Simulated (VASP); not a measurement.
# Mo (C2/m) in VASP: notebook

Runs on Mo. Level: LDA. Tasks: electric field gradients.

All numbers are computed with VASP 6.6.1; they aren't measurements. Logs are shortened: lines on timing, memory, paths and dates and some standing lists are left out, and cuts for length are marked.

**1. The cell of the first run**

The structure is monoclinic, space group C2/m (No. 12). Conventional cell: a = 4.893 Å, b = 2.825 Å, c = 4.577 Å, α = 90.00°, β = 90.00°, γ = 90.00°. Within 3.4 Å of Mo (site symmetry m) lie 12 Mo at 2.58 to 3.09 Å.

**2. Electric field gradients, LDA (shortest bond scaled by 1.1)**

The input, INCAR:

```
ALGO = Normal
EDIFF = 1E-8
ENCUT = 520
ISIF = 2
ISMEAR = -1
LASPH = True
LCHARG = False
LEFG = True
LREAL = False
LWAVE = False
NBANDS = 21
NELM = 80
PREC = Accurate
SIGMA = 0.05
```

The input, KPOINTS:

```
k-points
0
Gamma
  12 12 7
```

The input, POSCAR:

```
Mo
1.0
    2.8252342238      0.0000000000      0.0000000000
   -1.4126171119      2.4467246095      0.0000000000
    0.0000000000      0.0000000000      4.5768794426
Mo
2
Direct
    0.3666666667      0.6833333333      0.2750000000
    0.6333333333      0.3166666667      0.7250000000
```

Potentials or basis: VASP PAW LDA potentials, release 64 (Mo_sv).

Started as:

```sh
$ cat potpaw_LDA.64/Mo_sv/POTCAR > POTCAR
$ mpirun -np 1 vasp_std > vasp.out
```

OUTCAR:

```text
EDIFF = 1E-8
   ENCUT = 520
   ISIF = 2
   ISMEAR = -1
   LASPH = True
   LREAL = False
   NELM = 80
   PREC = Accurate

 ion  position               nearest neighbor table
   1  0.367  0.683  0.275-   2 2.58   2 2.58   2 2.73   2 2.96   2 2.96   2 3.09
   2  0.633  0.317  0.725-   1 2.58   1 2.58   1 2.73   1 2.96   1 2.96   1 3.09

  LATTYP: Found a hexagonal cell.
 ALAT       =     2.8252342238
 C/A-ratio  =     1.6200000000

  Lattice vectors:

 A1 = (   2.8252342238,   0.0000000000,   0.0000000000)
 A2 = (  -1.4126171119,   2.4467246095,   0.0000000000)
 A3 = (   0.0000000000,   0.0000000000,   4.5768794426)

Analysis of symmetry for initial positions (statically):
=====================================================================
 Subroutine PRICEL returns:
 Original cell was already a primitive cell.

 Routine SETGRP: Setting up the symmetry group for a
 hexagonal supercell.

 Subroutine GETGRP returns: Found  4 space group operations
 (whereof  4 operations were pure point group operations)
 out of a pool of 24 trial point group operations.

The static configuration has the point symmetry C_2h.

Analysis of symmetry for dynamics (positions and initial velocities):
=====================================================================
 Subroutine PRICEL returns:
 Original cell was already a primitive cell.

 Routine SETGRP: Setting up the symmetry group for a
 hexagonal supercell.

 Subroutine GETGRP returns: Found  4 space group operations
 (whereof  4 operations were pure point group operations)
 out of a pool of 24 trial point group operations.

The dynamic configuration has the point symmetry C_2h.

 Subroutine INISYM returns: Found  4 space group operations
 (whereof  4 operations are pure point group operations),
 and found     1 'primitive' translations

----------------------------------------------------------------------------------------

                                     Primitive cell

  volume of cell :      31.6380

  direct lattice vectors                    reciprocal lattice vectors
     2.825234224  0.000000000  0.000000000     0.353952954  0.204354833  0.000000000
    -1.412617112  2.446724609  0.000000000     0.000000000  0.408709667  0.000000000
     0.000000000  0.000000000  4.576879443     0.000000000  0.000000000  0.218489478

  length of vectors
     2.825234224  2.825234224  4.576879443     0.408709667  0.408709667  0.218489478

  position of ions in fractional coordinates (direct lattice)
     0.366666667  0.683333333  0.275000000
     0.633333333  0.316666667  0.725000000

  ion indices of the primitive-cell ions
   primitive index   ion index
                 1           1
                 2           2

----------------------------------------------------------------------------------------

 KPOINTS: k-points

Automatic generation of k-mesh.
 Grid dimensions read from file:
 generate k-points for:   12   12    7

 Generating k-lattice:

  Cartesian coordinates                     Fractional coordinates (reciprocal lattice)
     0.029496080  0.017029569  0.000000000     0.083333333  0.000000000  0.000000000
     0.000000000  0.034059139  0.000000000     0.000000000  0.083333333  0.000000000
     0.000000000  0.000000000  0.031212783     0.000000000  0.000000000  0.142857143

  Length of vectors
     0.034059139  0.034059139  0.031212783

  Shift w.r.t. Gamma in fractional coordinates (k-lattice)
     0.000000000  0.000000000  0.000000000

 Subroutine IBZKPT returns following result:
 ===========================================

 Found    277 irreducible k-points:

 Following reciprocal coordinates:
            Coordinates               Weight
  0.000000  0.000000  0.000000      1.000000
  0.083333  0.000000  0.000000      2.000000
  0.000000  0.083333  0.000000      4.000000
  0.166667  0.000000  0.000000      2.000000
  0.000000  0.166667  0.000000      4.000000
  0.250000  0.000000  0.000000      2.000000
[... 16 lines left out ...]
 -0.083333  0.416667  0.000000      4.000000
 -0.416667  0.333333  0.000000      4.000000
 [... further k-points ...]
   k-points           NKPTS =    277   k-points in BZ     NKDIM =    277   number of bands    NBANDS=     21
   number of dos      NEDOS =    301   number of ions     NIONS =      2
   total plane-waves  NPLWV =  20736
   dimension x,y,z NGX =    24 NGY =   24 NGZ =   36
   dimension x,y,z NGXF=    48 NGYF=   48 NGZF=   72
   ions per type =               2
   NGX,Y,Z   is equivalent  to a cutoff of  14.12, 14.12, 13.08 a.u.
   NGXF,Y,Z  is equivalent  to a cutoff of  28.24, 28.24, 26.15 a.u.
 SYSTEM =  unknown system
   PREC   = accura    normal or accurate (medium, high low for compatibility)
   ISTART =      0    job   : 0-new  1-cont  2-samecut
   ICHARG =      2    charge: 1-file 2-atom 10-const
   ISPIN  =      1    spin polarized calculation?
   LNONCOLLINEAR =      F non collinear calculations
   LSORBIT =      F    spin-orbit coupling
   LASPH  =      T    aspherical Exc in radial PAW
   ENCUT  =  520.0 eV  38.22 Ry    6.18 a.u.   5.25  5.25  8.51*2*pi/ulx,y,z
   NELM   =     80;   NELMIN=  2; NELMDL= -5     # of ELM steps
   EDIFF  = 0.1E-07   stopping-criterion for ELM
   LREAL  =      F    real-space projection
   EDIFFG = 0.1E-06   stopping-criterion for IOM
   NSW    =      0    number of steps for IOM
   IBRION =     -1    ionic relax: 0-MD 1-quasi-New 2-CG
   NFREE  =      0    steps in history (QN), initial steepest desc. (CG)
   ISIF   =      2    stress and relaxation
   ISYM   =      2    0-nonsym 1-usesym 2-fastsym
   POTIM  = 0.5000    time-step for ionic-motion
   TEBEG  =    0.0;   TEEND  =   0.0 temperature during run
   PSTRESS=    0.0 pullay stress
   NELECT =      28.0000    total number of electrons
   NUPDOWN=      -1.0000    fix difference up-down
   EMIN   =  10.00;   EMAX   =-10.00  energy-range for DOS
   EFERMI =   0.00;   METHOD = LEGACY
   ISMEAR =    -1;   SIGMA  =   0.05  broadening in eV -4-tet -1-fermi 0-gaus
   EFERMI_NEDOS =   21; number of points for ismear=-14 and -15
   IALGO  =     38    algorithm
   IMIX   =      4    mixing-type and parameters
     AMIX     =   0.40;   BMIX     =  1.00
     AMIX_MAG =   1.60;   BMIX_MAG =  1.00
  volume/ion in A,a.u.               =      15.82       106.75
  Fermi-wavevector in a.u.,A,eV,Ry     =   1.571778  2.970229 33.612998  2.470486
  Thomas-Fermi vector in A             =   2.673311
   LORBIT       =      0    0 simple, 1 ext, 2 COOP (PROOUT), +10 PAW based schemes
   GGA     = CA    functional components
   LHFCALC =     F    Hartree Fock is set to
   AEXX    =    0.0000 exact exchange contribution
   IVDW    =     0    specifies the selected vdW correction
   LEPSILON=     F    determine dielectric tensor
   LRPA    =     F    only Hartree local field effects (RPA)
 non-spin polarized calculation
  energy-cutoff  :      520.00
  volume of cell :       31.64
 maximum number of plane-waves:       868
 NGX is ok and might be reduce to    24
   NGX = 11   NGY = 11   NGZ = 17

 number of electron      28.0000000 magnetization

 Free energy of the ion-electron system (eV)
  ---------------------------------------------------
  ext. energy  EPLUGINS =         0.00000000
  ---------------------------------------------------
  free energy    TOTEN  =       -23.09406530 eV

  energy without entropy =      -23.06507991  energy(sigma->0) =      -23.07957261

 E-fermi :  11.8570     XC(G=0): -13.4795

 val. band max:       11.8536488770   @ k =   0.2500  -0.1667   0.2857
 cond. band min:      11.8597438843   @ k =  -0.2500   0.1667   0.4286
 fundamental gap:      0.0060950073
 Fermi energy:        11.8570380904

 k-point     1 :       0.0000    0.0000    0.0000
  band No.  band energies     occupation
      1     -48.4943      2.00000
      2     -48.1591      2.00000
      3     -23.4342      2.00000
      4     -22.2176      2.00000
      5     -22.1421      2.00000
      6     -22.0102      2.00000
[... 13 lines left out ...]
     20      16.1564      0.00000
     21      21.9151      0.00000

 k-point     2 :       0.0833    0.0000    0.0000
  band No.  band energies     occupation
      1     -48.4801      2.00000
      2     -48.1525      2.00000
      3     -23.4090      2.00000
      4     -22.2389      2.00000
      5     -22.2331      2.00000
      6     -22.0676      2.00000
[... 13 lines left out ...]
     20      16.3951      0.00000
     21      22.0155      0.00000
[... 487 lines left out ...]
      5     -22.5816      2.00000
      6     -22.4800      2.00000
[... 13 lines left out ...]
     20      21.9005      0.00000
     21      22.7549      0.00000

 k-point    24 :      -0.4167    0.3333    0.0000
  band No.  band energies     occupation
      1     -48.2642      2.00000
      2     -48.1136      2.00000
      3     -23.1705      2.00000
      4     -23.0473      2.00000
      5     -22.6625      2.00000
      6     -22.4338      2.00000
[... 13 lines left out ...]
     20      21.8078      0.00000
     21      22.6806      0.00000

 [... further k-points ...]
[... 5 lines left out ...]
  --------------------------------------------------------------------------------------
  -------------------------------------------------------------------------------------
  Total       -0.5222630      0.3158461     -1.7853226     -0.7258238     -0.2854645     -0.4944390
  in kB      -26.4478773     15.9947371    -90.4103717    -36.7563823    -14.4561822    -25.0388425
  external PRESSURE =     -33.6211707 kB  Pullay stress =       0.0000000 kB

 VOLUME and BASIS-vectors are now :
 -----------------------------------------------------------------------------
  energy-cutoff  :      520.00
  volume of cell :       31.64
      direct lattice vectors                 reciprocal lattice vectors
     2.825234224  0.000000000  0.000000000     0.353952954  0.204354833  0.000000000
    -1.412617112  2.446724609  0.000000000     0.000000000  0.408709667  0.000000000
     0.000000000  0.000000000  4.576879443     0.000000000  0.000000000  0.218489478

 POSITION                                       TOTAL-FORCE (eV/Angst)
 -----------------------------------------------------------------------------------
      0.07063      1.67193      1.25864         0.264227      0.152552     -1.661415
      1.34199      0.77480      3.31824        -0.264227     -0.152552      1.661415
 -----------------------------------------------------------------------------------
    total drift:                               -0.000000      0.000000     -0.000000

  FREE ENERGIE OF THE ION-ELECTRON SYSTEM (eV)
  ---------------------------------------------------
  free  energy   TOTEN  =       -23.0940653015 eV

  energy  without entropy=      -23.0650799110  energy(sigma->0) =      -23.07957261

 Electric field gradients (V/A^2)
---------------------------------------------------------------------
 ion       V_xx      V_yy      V_zz      V_xy      V_xz      V_yz
---------------------------------------------------------------------
   1       3.608   -10.365     6.756    12.101     1.120     0.647
   2       3.608   -10.365     6.756    12.101     1.120     0.647
---------------------------------------------------------------------

 Electric field gradients after diagonalization (V/A^2)
 (convention: |V_zz| > |V_xx| > |V_yy|)
----------------------------------------------------------------------
 ion       V_xx      V_yy      V_zz     asymmetry (V_yy - V_xx)/ V_zz
----------------------------------------------------------------------
   1      10.990     6.361   -17.351       0.267
   2      10.990     6.361   -17.351       0.267
----------------------------------------------------------------------

           NMR quadrupolar parameters

 Cq : quadrupolar parameter    Cq=e*Q*V_zz/h
 eta: asymmetry parameters     (V_yy - V_xx)/ V_zz
 Q  : nuclear electric quadrupole moment in mb (millibarn)
----------------------------------------------------------------------
 ion       Cq(MHz)       eta       Q (mb)
----------------------------------------------------------------------
   1      -0.042       0.267       1.000
   2      -0.042       0.267       1.000
----------------------------------------------------------------------
```

Run time: 1.7 min. Hardware: 1 thread of Intel Xeon 6975P-C, shared host; peak memory 0.25 GiB.

What came out:

```yaml
Free_energy: -23.0941 eV
Pressure: -3.4 GPa
Largest_force: 1.689 eV/Å
Band_gap_on_the_k_mesh: zero (band 14 reaches 13.37 eV, above the bottom of band 15 at 11.16 eV)
```

Forces on the atoms (eV/Å):
```
Mo   0.264  0.153 -1.661
Mo  -0.264 -0.153  1.661
```

Electric field gradients, principal values (V/Å²):
```
atom  least  middle  greatest (by size)
1 Mo  6.361  10.990             -17.351
2 Mo  6.361  10.990             -17.351
```

Caveat: the cell differs from its parent crystal (shortest bond scaled by 1.1); without QUAD_EFG the Cq values of the log hold for a quadrupole moment of 1 mb, not for the nuclei; forces of over 1 eV/Å act on the atoms, so gaps and moduli don't describe the material at rest.

[end of part 1 of 2]
